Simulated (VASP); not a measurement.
Here is a VASP 6.6.1 calculation.

File INCAR:

```
ALGO = Normal
EDIFF = 1E-7
ENCUT = 520
GGA = PE
ISIF = 2
ISMEAR = 0
LASPH = T
LCHARG = F
LREAL = F
LWAVE = F
NBANDS = 20
NELM = 80
PREC = Accurate
SIGMA = 0.1
```

KPOINTS

```
k-points
0
Gamma
  6 6 6
```

The input POSCAR:

```
TiB4
1.0
    3.7470016712      0.0000000000      0.0000000000
    0.0000000000      3.7470016712      0.0000000000
    0.0000000000      0.0000000000      3.7470016712
Ti B
1 4
Direct
    0.0000000000      0.0000000000      0.0000000000
    0.3370634230      0.3370634230      0.3370634230
    0.6629365770      0.6629365770      0.3370634230
    0.3370634230      0.6629365770      0.6629365770
    0.6629365770      0.3370634230      0.6629365770
```

Potentials or basis: VASP PAW PBE potentials, release 64 (Ti_sv, B).

Run with:

```console
$ cat potpaw_PBE.64/Ti_sv/POTCAR potpaw_PBE.64/B/POTCAR > POTCAR
$ mpirun -np 1 vasp_std > vasp.out
```

**Question.** Estimate the largest force.

**Answer.** 0.010 eV/Å.

**Question.** Estimate the pressure.

**Answer.** 0.1 GPa.

**Question.** Predict the band gap on the k mesh.

**Answer.** Zero (band 12 reaches 5.71 eV, above the bottom of band 13 at 5.08 eV).

Forces in eV/Å, atoms in the order of the input:
```
Ti   0.000  0.000  0.000
B   -0.006 -0.006 -0.006
B    0.006  0.006 -0.006
B   -0.006  0.006  0.006
B    0.006 -0.006  0.006
```
